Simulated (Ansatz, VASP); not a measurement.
Mg2SO in VASP and in Ansatz

File INCAR:

```
ALGO     = Normal         # electronic algorithm
EDIFF    = 1E-6           # SCF threshold, eV
ENCUT    = 520            # plane-wave cutoff, eV
GGA      = PE             # functional
ISIF     = 2              # what is computed and relaxed
ISMEAR   = -1             # smearing method
LASPH    = True           # aspherical terms in the spheres
LCHARG   = False          # write CHGCAR
LREAL    = False          # projectors in reciprocal space
LWAVE    = False          # write WAVECAR
NBANDS   = 16             # bands
NELM     = 60             # most SCF steps
PREC     = Accurate       # precision mode
SIGMA    = 0.02           # smearing width, eV
```

The input KPOINTS:

```
k-points
0
Gamma
  8 8 6
```

Contents of POSCAR:

```
Mg2SO
1.0
    3.6748652521      0.0000000000      0.0000000000
    0.0000000000      3.6748652521      0.0000000000
    0.0000000000      0.0000000000      4.7506360654
O Mg S
1 2 1
Direct
    0.0000000000      0.0000000000      0.0000000000
    0.0000000000      0.5000000000      0.8149948325
    0.5000000000      0.0000000000      0.1850051675
    0.5000000000      0.5000000000      0.5000000000
```

Input for Ansatz:

```yaml
crystal:
  lattice:
    - [3.6748652521, 0.0, 0.0]
    - [0.0, 3.6748652521, 0.0]
    - [0.0, 0.0, 4.7506360654]
  atoms:
    - { symbol: O, position: [0.0, 0.0, 0.0] }
    - { symbol: Mg, position: [0.0, 0.5, 0.8149948325] }
    - { symbol: S, position: [0.5, 0.5, 0.5] }
    - { symbol: Mg, position: [0.5, 0.0, 0.1850051675] }
kpoints:
  mp_grid: { grid: [8, 8, 6] }
  band_path:
    path:
      - [0.0, 0.0, 0.0]
      - [0.0, 0.5, 0.0]
      - [0.5, 0.5, 0.0]
      - [0.0, 0.0, 0.5]
      - [0.0, 0.5, 0.5]
      - [0.5, 0.5, 0.5]
    npoints: 1
hamiltonian:
  xc: pbe
scf:
  occupations: { method: fermi_dirac, width: 0.02 }
  n_extra_bands: 5
output:
  forces: true
  stress: true
  eigenvalues: true
  write_density: true
  write_potential: true
  elf: true
  volumetric_format: npy
```

Change from the starting cell: uniaxial_z strain -2.7%.

Alike in both runs: task single point; functional PBE; k mesh 8 × 8 × 6; occupations fermi-dirac, width 0.02 eV; no spin polarisation.

```csv
,VASP,Ansatz
version,VASP 6.6.1,Ansatz 0.2.0
potentials or method,"VASP PAW PBE potentials, release 64 (O, Mg, S)","plane waves, PAW"
plane-wave cutoff (eV),520,420
valence electrons in the cell,16,32
```

Ansatz gave:

| Item | Value |
| --- | --- |
| gap on the k mesh at the Fermi level (eV) | 1.81 |
| pressure (GPa) | 4.1 |
| rms of the force components (eV/Å) | 0.003 |

Q: What did VASP give for the same quantities?

A: gap on the k mesh at the Fermi level (eV): 1.79; pressure (GPa): 3.9; rms of the force components (eV/Å): 0.004.

With one functional, cell and mesh, what is left measures potentials, basis and numerics. VASP's potentials hold 16 valence electrons a cell and Ansatz's 32, so a difference there can come from the potentials and not from the codes.
